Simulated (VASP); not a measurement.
# NaCl in VASP: single point with PBE

Aim: the single point of NaCl with PBE.

All numbers are computed with VASP 6.6.1; they aren't measurements. Logs are shortened: lines on timing, memory, paths and dates and some standing lists are left out, and cuts for length are marked.

## (1) The cell of the first run

The cell holds a slab with vacuum, 24 atoms: a = 8.055 Å, b = 8.055 Å, c = 21.696 Å, α = 90.00°, β = 90.00°, γ = 90.00°.

## (2) Single point, PBE

INCAR

```
PREC = Accurate ; ENCUT = 520
EDIFF = 1E-6 ; ISMEAR = 0
SIGMA = 0.05 ; LREAL = Auto
LASPH = True ; NELM = 60
ALGO = Normal ; ISIF = 2
LWAVE = False ; LCHARG = True
LDIPOL = True ; IDIPOL = 3
DIPOL = 0.5 0.5 0.500 ; GGA = PE
LELF = True ; LVHAR = True
LVACPOTAV = True ; NBANDS = 102
```

KPOINTS

```
regular mesh
0
Gamma
  2 2 1
```

POSCAR

```
NaCl
1.0
    8.0547591285      0.0000000000      0.0000000000
    0.0000000000      8.0547591285      0.0000000000
    0.0000000000      0.0000000000     21.6955748006
Na Cl
12 12
Direct
    0.2500000000      0.2500000000      0.3687387900
    0.2500000000      0.7500000000      0.3687387900
    0.7500000000      0.2500000000      0.3687387900
    0.7500000000      0.7500000000      0.3687387900
    0.5000000000      0.5000000000      0.5004623329
    0.5000000000      0.0000000000      0.5004623329
    0.0000000000      0.5000000000      0.5004623329
    0.0000000000      0.0000000000      0.5004623329
    0.7500000000      0.7500000000      0.6278377496
    0.7500000000      0.2500000000      0.6278377496
    0.2500000000      0.7500000000      0.6278377496
    0.2500000000      0.2500000000      0.6278377496
    0.5000000000      0.5000000000      0.3687387900
    0.5000000000      0.0000000000      0.3687387900
    0.0000000000      0.5000000000      0.3687387900
    0.0000000000      0.0000000000      0.3687387900
    0.7500000000      0.7500000000      0.4990820271
    0.7500000000      0.2500000000      0.4990820271
    0.2500000000      0.7500000000      0.4990820271
    0.2500000000      0.2500000000      0.4990820271
    0.0000000000      0.0000000000      0.6329066955
    0.0000000000      0.5000000000      0.6329066955
    0.5000000000      0.0000000000      0.6329066955
    0.5000000000      0.5000000000      0.6329066955
```

Potentials or basis: VASP PAW PBE potentials, release 64 (Na_pv, Cl).

On the command line:

```
$ cat potpaw_PBE.64/Na_pv/POTCAR potpaw_PBE.64/Cl/POTCAR > POTCAR
$ mpirun -np 1 vasp_std > vasp.out
```

OUTCAR:

```text
PREC = Accurate
   ENCUT = 520
   EDIFF = 1E-6
   ISMEAR = 0
   LREAL = Auto
   LASPH = True
   NELM = 60
   ISIF = 2
   GGA = PE

 ion  position               nearest neighbor table
   1  0.250  0.250  0.369-
   2  0.250  0.750  0.369-
   3  0.750  0.250  0.369-
   4  0.750  0.750  0.369-
   5  0.500  0.500  0.500-
   6  0.500  0.000  0.500-
[... 25 lines left out ...]
 A1 = (   8.0547591285,   0.0000000000,   0.0000000000)
 A2 = (   0.0000000000,   8.0547591285,   0.0000000000)
 A3 = (   0.0000000000,   0.0000000000,  21.6955748006)

Analysis of symmetry for initial positions (statically):
=====================================================================
 Subroutine PRICEL returns following result:

  LATTYP: Found a simple tetragonal cell.
 ALAT       =     4.0273795642
 C/A-ratio  =     5.3870201342

  Lattice vectors:

 A1 = (   4.0273795642,   0.0000000000,   0.0000000000)
 A2 = (   0.0000000000,   4.0273795642,   0.0000000000)
 A3 = (   0.0000000000,   0.0000000000,  21.6955748006)

   4 primitive cells build up your supercell.

 Routine SETGRP: Setting up the symmetry group for a
 simple tetragonal supercell.

 Subroutine GETGRP returns: Found  8 space group operations
 (whereof  8 operations were pure point group operations)
 out of a pool of 16 trial point group operations.

The static configuration has the point symmetry C_4v.

Analysis of symmetry for dynamics (positions and initial velocities):
=====================================================================
 Subroutine PRICEL returns following result:

  LATTYP: Found a simple tetragonal cell.
 ALAT       =     4.0273795642
 C/A-ratio  =     5.3870201342

  Lattice vectors:

 A1 = (   4.0273795642,   0.0000000000,   0.0000000000)
 A2 = (   0.0000000000,   4.0273795642,   0.0000000000)
 A3 = (   0.0000000000,   0.0000000000,  21.6955748006)

   4 primitive cells build up your supercell.

 Routine SETGRP: Setting up the symmetry group for a
 simple tetragonal supercell.

 Subroutine GETGRP returns: Found  8 space group operations
 (whereof  8 operations were pure point group operations)
 out of a pool of 16 trial point group operations.

[... 87 lines left out ...]
   LREAL  =      T    real-space projection
   EDIFFG = 0.1E-04   stopping-criterion for IOM
   NSW    =      0    number of steps for IOM
   IBRION =     -1    ionic relax: 0-MD 1-quasi-New 2-CG
   NFREE  =      0    steps in history (QN), initial steepest desc. (CG)
   ISIF   =      2    stress and relaxation
   ISYM   =      2    0-nonsym 1-usesym 2-fastsym
   POTIM  = 0.5000    time-step for ionic-motion
   TEBEG  =    0.0;   TEEND  =   0.0 temperature during run
   PSTRESS=    0.0 pullay stress
   NELECT =     168.0000    total number of electrons
   NUPDOWN=      -1.0000    fix difference up-down
   EMIN   =  10.00;   EMAX   =-10.00  energy-range for DOS
   EFERMI =   0.00;   METHOD = LEGACY
   ISMEAR =     0;   SIGMA  =   0.05  broadening in eV -4-tet -1-fermi 0-gaus
   EFERMI_NEDOS =   21; number of points for ismear=-14 and -15
   IALGO  =     38    algorithm
   IMIX   =      4    mixing-type and parameters
     AMIX     =   0.40;   BMIX     =  1.00
     AMIX_MAG =   1.60;   BMIX_MAG =  1.00
  volume/ion in A,a.u.               =      58.65       395.79
  Fermi-wavevector in a.u.,A,eV,Ry     =   0.806032  1.523180  8.839545  0.649688
  Thomas-Fermi vector in A             =   1.914389
   LORBIT       =      0    0 simple, 1 ext, 2 COOP (PROOUT), +10 PAW based schemes
   GGA     = PE    functional components
   LHFCALC =     F    Hartree Fock is set to
   AEXX    =    0.0000 exact exchange contribution
   IVDW    =     0    specifies the selected vdW correction
   LEPSILON=     F    determine dielectric tensor
   LRPA    =     F    only Hartree local field effects (RPA)
 non-spin polarized calculation
 Gauss-broadening in eV      SIGMA  =   0.05
  energy-cutoff  :      520.00
  volume of cell :     1407.59
 maximum number of plane-waves:     37948
 NGX is ok and might be reduce to    60
   NGX = 29   NGY = 29   NGZ = 81

 number of electron     167.9999873 magnetization

 dipolmoment           0.000000      0.000000      0.136276 electrons x Angstroem

 Free energy of the ion-electron system (eV)
  ---------------------------------------------------
  ext. energy  EPLUGINS =         0.00000000
  ---------------------------------------------------
  free energy    TOTEN  =       -80.10646622 eV

  energy without entropy =      -80.10646622  energy(sigma->0) =      -80.10646622

 E-fermi :  -3.9944     XC(G=0):  -3.6309

 val. band max:       -4.3213432792   @ k =   0.0000   0.0000   0.0000
 cond. band min:       0.5540006881   @ k =   0.0000   0.0000   0.0000
 fundamental gap:      4.8753439673
 Fermi energy:        -3.9943727786

 k-point     1 :       0.0000    0.0000    0.0000
  band No.  band energies     occupation
      1     -25.5719      2.00000
      2     -25.5710      2.00000
      3     -25.5710      2.00000
      4     -25.5702      2.00000
      5     -25.5377      2.00000
      6     -25.5377      2.00000
[... 286 lines left out ...]
     95       3.2596      0.00000
     96       3.2596      0.00000
 [bands above 96 left out]

------------------------ aborting loop because EDIFF is reached ----------------------------------------

  FORCE on cell =-STRESS in cart. coord.  units (eV):
  Direction    XX          YY          ZZ          XY          YZ          ZX
  --------------------------------------------------------------------------------------
  -------------------------------------------------------------------------------------
  Total       -3.9679165     -3.9679165     -0.2946349      0.0000000     -0.0000000      0.0000000
  in kB       -4.5164461     -4.5164461     -0.3353656      0.0000000     -0.0000000      0.0000000
  external PRESSURE =      -3.1227526 kB  Pullay stress =       0.0000000 kB

 VOLUME and BASIS-vectors are now :
 -----------------------------------------------------------------------------
  energy-cutoff  :      520.00
  volume of cell :     1407.59
      direct lattice vectors                 reciprocal lattice vectors
     8.054759129  0.000000000  0.000000000     0.124150205  0.000000000  0.000000000
     0.000000000  8.054759129  0.000000000     0.000000000  0.124150205  0.000000000
     0.000000000  0.000000000 21.695574801     0.000000000  0.000000000  0.046092349

 POSITION                                       TOTAL-FORCE (eV/Angst)
 -----------------------------------------------------------------------------------
      2.01369      2.01369      8.00000         0.000000     -0.000000      0.145663
      2.01369      6.04107      8.00000         0.000000      0.000000      0.145663
      6.04107      2.01369      8.00000         0.000000      0.000000      0.145663
      6.04107      6.04107      8.00000         0.000000     -0.000000      0.145663
      4.02738      4.02738     10.85782        -0.000000     -0.000000      0.002945
      4.02738      0.00000     10.85782        -0.000000     -0.000000      0.002945
[... 16 lines left out ...]
      4.02738      0.00000     13.73127        -0.000000     -0.000000     -0.005512
      4.02738      4.02738     13.73127        -0.000000     -0.000000     -0.005512
 -----------------------------------------------------------------------------------
    total drift:                                0.000000     -0.000000      0.012883

  FREE ENERGIE OF THE ION-ELECTRON SYSTEM (eV)
  ---------------------------------------------------
  free  energy   TOTEN  =       -80.1064662249 eV

  energy  without entropy=      -80.1064662249  energy(sigma->0) =      -80.10646622

 vacuum level on the upper side and lower side of the slab         2.434         2.054
```

Wall time 34 min (1 thread of Intel Xeon 8259CL, shared host); peak memory 1.2 GiB.

Results:

```
Free energy            : -80.1065 eV
Largest force          : 0.146 eV/Å
Band gap on the k mesh : 4.88 eV
```

Forces on the atoms (eV/Å):
```
Na   0.000  0.000  0.146
Na   0.000  0.000  0.146
Na   0.000  0.000  0.146
Na   0.000  0.000  0.146
Na   0.000  0.000  0.003
Na   0.000  0.000  0.003
Na   0.000  0.000  0.003
Na   0.000  0.000  0.003
Na   0.000  0.000 -0.004
Na   0.000  0.000 -0.004
Na   0.000  0.000 -0.004
Na   0.000  0.000 -0.004
Cl   0.000  0.000 -0.144
Cl   0.000  0.000 -0.144
Cl   0.000  0.000 -0.144
Cl   0.000  0.000 -0.144
Cl   0.000  0.000  0.005
Cl   0.000  0.000  0.005
Cl   0.000  0.000  0.005
Cl   0.000  0.000  0.005
Cl   0.000  0.000 -0.006
Cl   0.000  0.000 -0.006
Cl   0.000  0.000 -0.006
Cl   0.000  0.000 -0.006
```

Levels at points of the mesh, in eV from the valence-band top:
| k point | band 80 | band 81 | band 82 | band 83 | band 84 | band 85 | band 86 | band 87 | band 88 | band 89 |
| --- | --- | --- | --- | --- | --- | --- | --- | --- | --- | --- |
| (0.00, 0.00, 0.00) | -0.16 | -0.04 | -0.04 | 0.00 | 0.00 | 4.88 | 5.40 | 6.37 | 6.98 | 7.10 |
| (0.50, 0.00, 0.00) | -0.15 | -0.11 | -0.11 | -0.02 | -0.02 | 5.76 | 5.76 | 6.08 | 6.08 | 6.93 |
| (0.50, 0.50, 0.00) | -0.21 | -0.13 | -0.13 | -0.13 | -0.13 | 6.40 | 6.40 | 6.40 | 6.40 | 6.73 |
